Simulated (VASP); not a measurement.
SrO, 4 atoms in the cell. Symmetry: P6_3/mmc, No. 194, hexagonal system. Conventional cell: a = 3.505 Å, b = 3.505 Å, c = 6.133 Å, α = 90.00°, β = 90.00°, γ = 120.00°. Sr (site symmetry -6m2) has 6 O at 2.54 Å and 12 Sr at 3.51 to 3.67 Å within 3.7 Å. Within 3.6 Å of O (site symmetry -3m) lie 6 Sr at 2.54 Å and 8 O at 3.07 to 3.51 Å. 

```yaml
Program: VASP 6.6.1
Task: single point
Functional: PBEsol
Dispersion: D3(BJ)
Potentials_or_basis: VASP PAW PBE potentials, release 64 (Sr_sv, O)
Cutoff: 600 eV
k_mesh: 6 × 6 × 3
Occupations: methfessel-paxton, width 0.02 eV
Spin: no spin polarisation
Dipole_correction: no
Further_INCAR_settings: ALGO = Normal; EDIFF = 1e-06; NBANDS = 24
```

Potentials or basis: VASP PAW PBE potentials, release 64 (Sr_sv, O).

Launch:

```console
$ cat potpaw_PBE.64/Sr_sv/POTCAR potpaw_PBE.64/O/POTCAR > POTCAR
$ mpirun -np 1 vasp_std > vasp.out
```

Hardware: 1 thread of Intel(R) Xeon(R) 6975P-C (Granite Rapids) (shared host).

Task: How long does it take, and how much memory?

Result: Run time: 14 s on 1 thread of Intel(R) Xeon(R) 6975P-C (Granite Rapids), on a shared host, peak memory 0.2 GiB. Counts: scf iterations 14, k points 14.
